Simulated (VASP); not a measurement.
# Si17H6Cl2 in VASP: single point with LDA

Aim: the single point of Si17H6Cl2 with LDA.

Everything below comes from runs of VASP 6.6.1. Logs are shortened: lines on timing, memory, paths and dates and some standing lists are left out, and cuts for length are marked.

### Step 1. The cell of the first run

The cell holds a slab with vacuum, 25 atoms: a = 7.679 Å, b = 7.679 Å, c = 17.869 Å, α = 90.00°, β = 90.00°, γ = 60.00°.

### Step 2. Single point, LDA

File INCAR:

```
SYSTEM = Si17H6Cl2
  PREC = Accurate
  ENCUT = 520
  EDIFF = 1E-6
  ISMEAR = -1
  SIGMA = 0.02
  LREAL = Auto
  LASPH = .True.
  NELM = 100
  ALGO = Normal
  ISIF = 2
  LWAVE = .False.
  LCHARG = .False.
  GGA = CA
  NBANDS = 62
```

File KPOINTS:

```
Automatic mesh
0
Gamma
  2 2 1
  0 0 0
```

File POSCAR:

```
Si17H6Cl2
1.0
    7.6791800000      0.0000000000      0.0000000000
    3.8395900000      6.6503650000      0.0000000000
    0.0000000000      0.0000000000     17.8687650000
H Si Cl
6 17 2
Direct
    0.1666667000      0.1666667000      0.0559636000
    0.6666667000      0.1666667000      0.0559636000
    0.1666667000      0.6666667000      0.0559636000
    0.6666667000      0.6666667000      0.0559636000
    0.0112254582      0.4760723151      0.4326160081
    0.5019564639      0.4983716805      0.4369645926
    0.1666667000      0.1666667000      0.1399089000
    0.6666667000      0.1666667000      0.1399089000
    0.1666667000      0.6666667000      0.1399089000
    0.6666667000      0.6666667000      0.1399089000
   -0.1668740217      0.3323908624      0.1801578879
    0.3345422285      0.3323469774      0.1803295993
   -0.1653848384      0.8308690983      0.1763571386
    0.3307204965      0.8387158020      0.1874777148
   -0.1742443032      0.3296800809      0.3097917673
    0.3456674487      0.3293445804      0.3101170072
   -0.1544262174      0.8103644682      0.3037031552
    0.3244124636      0.8522930968      0.3238268952
   -0.0266234542      0.0005454097      0.3576932878
    0.5279990623     -0.0002235089      0.3580183653
    0.0117297198      0.4771974453      0.3489563596
    0.4943957144      0.5123587926      0.3533760954
    0.7460703209      0.0109240784      0.4550426714
    0.6336813057      0.2350888934      0.5350366632
    0.8737157239     -0.2403563677      0.5222277647
```

Potentials or basis: VASP PAW LDA potentials, release 64 (H, Si, Cl).

The run is started by

```
cat potpaw_LDA.64/H/POTCAR potpaw_LDA.64/Si/POTCAR potpaw_LDA.64/Cl/POTCAR > POTCAR
mpirun -np 1 vasp_std > vasp.out
```

OUTCAR:

```text
SYSTEM = Si17H6Cl2
   PREC = Accurate
   ENCUT = 520
   EDIFF = 1E-6
   ISMEAR = -1
   LREAL = Auto
   LASPH = .True.
   NELM = 100
   ISIF = 2
   GGA = CA

 ion  position               nearest neighbor table
   1  0.167  0.167  0.056-   7 1.50
   2  0.667  0.167  0.056-   8 1.50
   3  0.167  0.667  0.056-   9 1.50
   4  0.667  0.667  0.056-  10 1.50
   5  0.011  0.476  0.433-  21 1.49
   6  0.502  0.498  0.437-  22 1.50
   7  0.167  0.167  0.140-   1 1.50  11 2.33  12 2.33  14 2.34
   8  0.667  0.167  0.140-   2 1.50  11 2.32  12 2.32  13 2.33
   9  0.167  0.667  0.140-   3 1.50  13 2.30  12 2.34  14 2.39
  10  0.667  0.667  0.140-   4 1.50  13 2.30  11 2.34  14 2.39
  11  0.833  0.332  0.180-  15 2.32   8 2.32   7 2.33  10 2.34
  12  0.335  0.332  0.180-  16 2.32   8 2.32   7 2.33   9 2.34
  13  0.835  0.831  0.176-  17 2.28   9 2.30  10 2.30   8 2.33
  14  0.331  0.839  0.187-   7 2.34  10 2.39   9 2.39  18 2.44
  15  0.826  0.330  0.310-  11 2.32  21 2.33  22 2.34  19 2.35
  16  0.346  0.329  0.310-  12 2.32  21 2.33  22 2.34  20 2.36
  17  0.846  0.810  0.304-  13 2.28  20 2.34  19 2.34  21 2.36  23 3.02
  18  0.324  0.852  0.324-  22 2.32  19 2.42  20 2.42  14 2.44
  19  0.973  0.001  0.358-  17 2.34  15 2.35  18 2.42  23 2.44
  20  0.528  1.000  0.358-  17 2.34  16 2.36  18 2.42  23 2.44
  21  0.012  0.477  0.349-   5 1.49  15 2.33  16 2.33  17 2.36
  22  0.494  0.512  0.353-   6 1.50  18 2.32  15 2.34  16 2.34
  23  0.746  0.011  0.455-  25 2.06  24 2.07  19 2.44  20 2.44  17 3.02
  24  0.634  0.235  0.535-  23 2.07
  25  0.874  0.760  0.522-  23 2.06

  LATTYP: Found a hexagonal cell.
 ALAT       =     7.6791800344
 C/A-ratio  =     2.3269105451

  Lattice vectors:

 A1 = (  -3.8395900000,  -6.6503650000,   0.0000000000)
 A2 = (   7.6791800000,   0.0000000000,   0.0000000000)
 A3 = (   0.0000000000,   0.0000000000,  17.8687650000)

Analysis of symmetry for initial positions (statically):
=====================================================================
 Subroutine PRICEL returns:
 Original cell was already a primitive cell.

 Routine SETGRP: Setting up the symmetry group for a
 hexagonal supercell.

 Subroutine GETGRP returns: Found  1 space group operations
 (whereof  1 operations were pure point group operations)
 out of a pool of 24 trial point group operations.

The static configuration has the point symmetry C_1 .

Analysis of symmetry for dynamics (positions and initial velocities):
=====================================================================
 Subroutine PRICEL returns:
 Original cell was already a primitive cell.

 Routine SETGRP: Setting up the symmetry group for a
 hexagonal supercell.

 Subroutine GETGRP returns: Found  1 space group operations
 (whereof  1 operations were pure point group operations)
 out of a pool of 24 trial point group operations.

The dynamic configuration has the point symmetry C_1 .

 Subroutine INISYM returns: Found  1 space group operations
 (whereof  1 operations are pure point group operations),
 and found     1 'primitive' translations

----------------------------------------------------------------------------------------

                                     Primitive cell

  volume of cell :     912.5462

  direct lattice vectors                    reciprocal lattice vectors
     7.679180000  0.000000000  0.000000000     0.130222237 -0.075183843  0.000000000
     3.839590000  6.650365000  0.000000000     0.000000000  0.150367687  0.000000000
     0.000000000  0.000000000 17.868765000     0.000000000  0.000000000  0.055963577

  length of vectors
     7.679180000  7.679180034 17.868765000     0.150367687  0.150367687  0.055963577

  position of ions in fractional coordinates (direct lattice)
     0.166666700  0.166666700  0.055963600
     0.666666700  0.166666700  0.055963600
     0.166666700  0.666666700  0.055963600
     0.666666700  0.666666700  0.055963600
     0.011225458  0.476072315  0.432616008
     0.501956464  0.498371681  0.436964593
[... 17 lines left out ...]
     0.633681306  0.235088893  0.535036663
     0.873715724  0.759643632  0.522227765

  ion indices of the primitive-cell ions
   primitive index   ion index
                 1           1
                 2           2
                 3           3
                 4           4
                 5           5
                 6           6
[... 17 lines left out ...]
                24          24
                25          25

----------------------------------------------------------------------------------------

 KPOINTS: Automatic mesh

Automatic generation of k-mesh.
 Grid dimensions read from file:
 generate k-points for:    2    2    1

 Generating k-lattice:

  Cartesian coordinates                     Fractional coordinates (reciprocal lattice)
     0.065111119 -0.037591922  0.000000000     0.500000000 -0.000000000  0.000000000
     0.000000000  0.075183843  0.000000000     0.000000000  0.500000000  0.000000000
     0.000000000  0.000000000  0.055963577     0.000000000  0.000000000  1.000000000

  Length of vectors
     0.075183844  0.075183843  0.055963577

  Shift w.r.t. Gamma in fractional coordinates (k-lattice)
     0.000000000  0.000000000  0.000000000

 Subroutine IBZKPT returns following result:
 ===========================================

 Found      4 irreducible k-points:

 Following reciprocal coordinates:
            Coordinates               Weight
  0.000000  0.000000  0.000000      1.000000
  0.500000  0.000000  0.000000      1.000000
  0.500000  0.500000  0.000000      1.000000
  0.000000  0.500000  0.000000      1.000000
   k-points           NKPTS =      4   k-points in BZ     NKDIM =      4   number of bands    NBANDS=     62
   number of dos      NEDOS =    301   number of ions     NIONS =     25
   total plane-waves  NPLWV = 504000
   dimension x,y,z NGX =    60 NGY =   60 NGZ =  140
   dimension x,y,z NGXF=   120 NGYF=  120 NGZF=  280
   ions per type =               6  17   2
   NGX,Y,Z   is equivalent  to a cutoff of  12.99, 12.99, 13.03 a.u.
   NGXF,Y,Z  is equivalent  to a cutoff of  25.98, 25.98, 26.05 a.u.
 SYSTEM =  Si17H6Cl2
   PREC   = accura    normal or accurate (medium, high low for compatibility)
   ISTART =      0    job   : 0-new  1-cont  2-samecut
   ICHARG =      2    charge: 1-file 2-atom 10-const
   ISPIN  =      1    spin polarized calculation?
   LNONCOLLINEAR =      F non collinear calculations
   LSORBIT =      F    spin-orbit coupling
   LASPH  =      T    aspherical Exc in radial PAW
   ENCUT  =  520.0 eV  38.22 Ry    6.18 a.u.  14.28 14.28 33.22*2*pi/ulx,y,z
   NELM   =    100;   NELMIN=  2; NELMDL= -5     # of ELM steps
   EDIFF  = 0.1E-05   stopping-criterion for ELM
   LREAL  =      T    real-space projection
   EDIFFG = 0.1E-04   stopping-criterion for IOM
   NSW    =      0    number of steps for IOM
   IBRION =     -1    ionic relax: 0-MD 1-quasi-New 2-CG
   NFREE  =      0    steps in history (QN), initial steepest desc. (CG)
   ISIF   =      2    stress and relaxation
   ISYM   =      2    0-nonsym 1-usesym 2-fastsym
   POTIM  = 0.5000    time-step for ionic-motion
   TEBEG  =    0.0;   TEEND  =   0.0 temperature during run
   PSTRESS=    0.0 pullay stress
   NELECT =      88.0000    total number of electrons
   NUPDOWN=      -1.0000    fix difference up-down
   EMIN   =  10.00;   EMAX   =-10.00  energy-range for DOS
   EFERMI =   0.00;   METHOD = LEGACY
   ISMEAR =    -1;   SIGMA  =   0.02  broadening in eV -4-tet -1-fermi 0-gaus
   EFERMI_NEDOS =   21; number of points for ismear=-14 and -15
   IALGO  =     38    algorithm
   IMIX   =      4    mixing-type and parameters
     AMIX     =   0.40;   BMIX     =  1.00
     AMIX_MAG =   1.60;   BMIX_MAG =  1.00
  volume/ion in A,a.u.               =      36.50       246.33
  Fermi-wavevector in a.u.,A,eV,Ry     =   0.750731  1.418675  7.668194  0.563596
  Thomas-Fermi vector in A             =   1.847549
   LORBIT       =      0    0 simple, 1 ext, 2 COOP (PROOUT), +10 PAW based schemes
   GGA     = CA    functional components
   LHFCALC =     F    Hartree Fock is set to
   AEXX    =    0.0000 exact exchange contribution
   IVDW    =     0    specifies the selected vdW correction
   LEPSILON=     F    determine dielectric tensor
   LRPA    =     F    only Hartree local field effects (RPA)
 non-spin polarized calculation
  energy-cutoff  :      520.00
  volume of cell :      912.55
 maximum number of plane-waves:     24625
 NGX is ok and might be reduce to    60
   NGX = 29   NGY = 29   NGZ = 67

 number of electron      88.0000003 magnetization

 Free energy of the ion-electron system (eV)
  ---------------------------------------------------
  ext. energy  EPLUGINS =         0.00000000
  ---------------------------------------------------
  free energy    TOTEN  =      -125.85298479 eV

  energy without entropy =     -125.85298479  energy(sigma->0) =     -125.85298479

 E-fermi :  -0.3599     XC(G=0):  -5.1066

 val. band max:       -0.7745714377   @ k =   0.0000   0.0000   0.0000
 cond. band min:       0.0525913511   @ k =   0.0000   0.0000   0.0000
 fundamental gap:      0.8271627889
 Fermi energy:        -0.3599422912

 k-point     1 :       0.0000    0.0000    0.0000
  band No.  band energies     occupation
      1     -16.8848      2.00000
      2     -16.1534      2.00000
      3     -12.1190      2.00000
      4     -11.0637      2.00000
      5     -10.1123      2.00000
      6      -9.8411      2.00000
[... 48 lines left out ...]
     55       1.7903      0.00000
     56       2.3811      0.00000

 k-point     2 :       0.5000    0.0000    0.0000
  band No.  band energies     occupation
      1     -16.8832      2.00000
      2     -16.1556      2.00000
      3     -11.5372      2.00000
      4     -11.2888      2.00000
      5     -10.5726      2.00000
      6     -10.1865      2.00000
[... 48 lines left out ...]
     55       2.9276      0.00000
     56       3.0310      0.00000

 k-point     3 :       0.5000    0.5000    0.0000
  band No.  band energies     occupation
      1     -16.8833      2.00000
      2     -16.1555      2.00000
      3     -11.5346      2.00000
      4     -11.2931      2.00000
      5     -10.5710      2.00000
      6     -10.1876      2.00000
[... 48 lines left out ...]
     55       2.9172      0.00000
     56       3.0279      0.00000

 k-point     4 :       0.0000    0.5000    0.0000
  band No.  band energies     occupation
      1     -16.8817      2.00000
      2     -16.1576      2.00000
      3     -11.4873      2.00000
      4     -11.3746      2.00000
      5     -10.5486      2.00000
      6     -10.2411      2.00000
[... 48 lines left out ...]
     55       2.8057      0.00000
     56       2.9963      0.00000
 [bands above 56 left out]

------------------------ aborting loop because EDIFF is reached ----------------------------------------

  FORCE on cell =-STRESS in cart. coord.  units (eV):
  Direction    XX          YY          ZZ          XY          YZ          ZX
  --------------------------------------------------------------------------------------
  -------------------------------------------------------------------------------------
  Total       -5.1743855      0.6744827      0.4482995      0.0146094      0.0514551     -0.0907460
  in kB       -9.0847817      1.1842040      0.7870893      0.0256500      0.0903408     -0.1593247
  external PRESSURE =      -2.3711628 kB  Pullay stress =       0.0000000 kB

 VOLUME and BASIS-vectors are now :
 -----------------------------------------------------------------------------
  energy-cutoff  :      520.00
  volume of cell :      912.55
      direct lattice vectors                 reciprocal lattice vectors
     7.679180000  0.000000000  0.000000000     0.130222237 -0.075183843  0.000000000
     3.839590000  6.650365000  0.000000000     0.000000000  0.150367687  0.000000000
     0.000000000  0.000000000 17.868765000     0.000000000  0.000000000  0.055963577

 POSITION                                       TOTAL-FORCE (eV/Angst)
 -----------------------------------------------------------------------------------
      1.91980      1.10839      1.00000         0.003146     -0.061105     -0.074447
      5.75939      1.10839      1.00000        -0.001198     -0.022646     -0.107974
      3.83959      4.43358      1.00000         0.219076      0.032280     -0.090775
      7.67918      4.43358      1.00000        -0.215371      0.036113     -0.090724
      1.91412      3.16605      7.73031         0.001940     -0.002962      0.003291
      5.76816      3.31435      7.80802        -0.002319     -0.001450      0.005913
[... 17 lines left out ...]
      5.76880      1.56343      9.56044        -0.001310     -0.045328     -0.060574
      9.62614      5.05191      9.33157        -0.001373      0.028739     -0.013100
 -----------------------------------------------------------------------------------
    total drift:                               -0.000067      0.008461      0.002612

  FREE ENERGIE OF THE ION-ELECTRON SYSTEM (eV)
  ---------------------------------------------------
  free  energy   TOTEN  =      -125.8529847937 eV

  energy  without entropy=     -125.8529847932  energy(sigma->0) =     -125.85298479
```

Wall time 9.6 min (1 thread of Intel Xeon Platinum 8559C (Emerald Rapids), shared host); peak memory 0.78 GiB.

Results:

```
Free energy            : -125.8530 eV
Largest force          : 0.406 eV/Å
Band gap on the k mesh : 0.83 eV, direct
```

Forces on the atoms (eV/Å):
```
H    0.003 -0.061 -0.074
H   -0.001 -0.023 -0.108
H    0.219  0.032 -0.091
H   -0.215  0.036 -0.091
H    0.002 -0.003  0.003
H   -0.002 -0.001  0.006
Si   0.006 -0.058  0.137
Si  -0.003  0.046 -0.225
Si   0.357  0.011  0.193
Si  -0.350  0.018  0.185
Si   0.002  0.018  0.013
Si  -0.001  0.021  0.021
Si  -0.001 -0.018  0.006
Si  -0.001 -0.026  0.010
Si  -0.001  0.010  0.018
Si  -0.002 -0.002  0.016
Si  -0.006 -0.004 -0.010
Si   0.006  0.003  0.005
Si   0.007 -0.009  0.008
Si  -0.005  0.014  0.006
Si   0.006 -0.017 -0.019
Si  -0.005 -0.013 -0.009
Si  -0.012  0.044  0.076
Cl  -0.001 -0.045 -0.061
Cl  -0.001  0.029 -0.013
```

Caveat: the k points lie up to 0.47 Å⁻¹ apart.
